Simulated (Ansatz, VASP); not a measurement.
**Si in VASP and in Ansatz**

```xyz
1
Lattice="-1.5217 1.5217 1.5217 1.5217 -1.5217 1.5217 1.5217 1.5217 -1.5217" Properties=species:S:1:pos:R:3 pbc="T T T"
Si    0.0000    0.0000    0.0000
```

Alike in both runs: task single point; functional LDA; k mesh 16 × 16 × 16; occupations fermi-dirac, width 0.1 eV; no spin polarisation.

```csv
,VASP,Ansatz
version,VASP 6.6.1,Ansatz 0.2.0
potentials or method,"VASP PAW LDA potentials, release 64 (Si), cutoff 520 eV","plane waves (420 eV) with PAW, scalar-relativistic"
valence electrons in the cell,4,4
```

Ansatz gave:

| Item | Value |
| --- | --- |
| pressure (GPa) | 0.2 |

Task: Estimate VASP's values.

Result: Pressure (GPa): 0.3.

Ansatz warns that its potentials were made for another functional, while VASP's fit it. LDA's correlation is that of Perdew and Zunger in VASP and of Perdew and Wang (1992) in Ansatz.
